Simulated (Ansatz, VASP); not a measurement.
# One calculation of AgBr, two programs

```xyz
2
Lattice="0.0000 2.9324 2.9324 2.9324 0.0000 2.9324 2.9324 2.9324 0.0000" Properties=species:S:1:pos:R:3 pbc="T T T"
Ag    0.0000    0.0000    0.0000
Br    2.9324    2.9324    2.9324
```

Alike in both runs: task relaxation of cell and atoms; functional PBE; k mesh 8 × 8 × 8; occupations gaussian, width 0.02 eV; no spin polarisation.

```csv
,VASP,Ansatz
version,VASP 6.6.1,Ansatz 0.2.0
potentials or method,"VASP PAW PBE potentials, release 64 (Ag, Br), cutoff 500 eV","scalar-relativistic, all-electron LAPW"
```

Ansatz gave:

- gap on the k mesh at the Fermi level, each at its own relaxed structure (eV): 0.69
- relaxed volume (Å³/atom): 24.90
- relaxed cell length with the largest relative difference (Å): 4.130

Estimate VASP's values.

gap on the k mesh at the Fermi level, each at its own relaxed structure (eV): 0.69; relaxed volume (Å³/atom): 24.88; relaxed cell length with the largest relative difference (Å): 4.129.

Ansatz ran all-electron here, and VASP with PAW potentials.
